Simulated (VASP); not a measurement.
SrRe3, 4 atoms in the cell. Symmetry: P6/mmm, No. 191, hexagonal system. The conventional cell has a = 5.834 Å, b = 5.834 Å, c = 2.564 Å, α = 90.00°, β = 90.00°, γ = 120.00°. Sr (site symmetry 6/mmm) has 2 Sr at 2.56 Å and 6 Re at 2.92 Å within 3.4 Å. Re (site symmetry mmm) has 6 Re at 2.56 to 2.92 Å and 2 Sr at 2.92 Å within 3.4 Å. The cell was built from a structure type or drawn by symmetry, and may not be a known phase.

```yaml
Program: VASP 6.6.1
Task: single point
Functional: PBE
Potentials_or_basis: VASP PAW PBE potentials, release 64 (Sr_sv, Re)
Cutoff: 520 eV
k_mesh: 12 × 12 × 18
Occupations: gaussian, width 0.1 eV
Spin: no spin polarisation
Dipole_correction: no
Further_INCAR_settings: ALGO = Fast; EDIFF = 1e-07; NBANDS = 24
```

Potentials or basis: VASP PAW PBE potentials, release 64 (Sr_sv, Re).

Run with:

```console
$ cat potpaw_PBE.64/Sr_sv/POTCAR potpaw_PBE.64/Re/POTCAR > POTCAR
$ mpirun -np 1 vasp_std > vasp.out
```

Hardware: 1 thread of Intel(R) Xeon(R) 6975P-C (Granite Rapids) (shared host).

Question: Estimate the wall time of this run.

Answer: It took 11 min on 1 thread of Intel(R) Xeon(R) 6975P-C (Granite Rapids), with other jobs on the host, peak memory 0.46 GiB. Counts: scf iterations 60, k points 190.
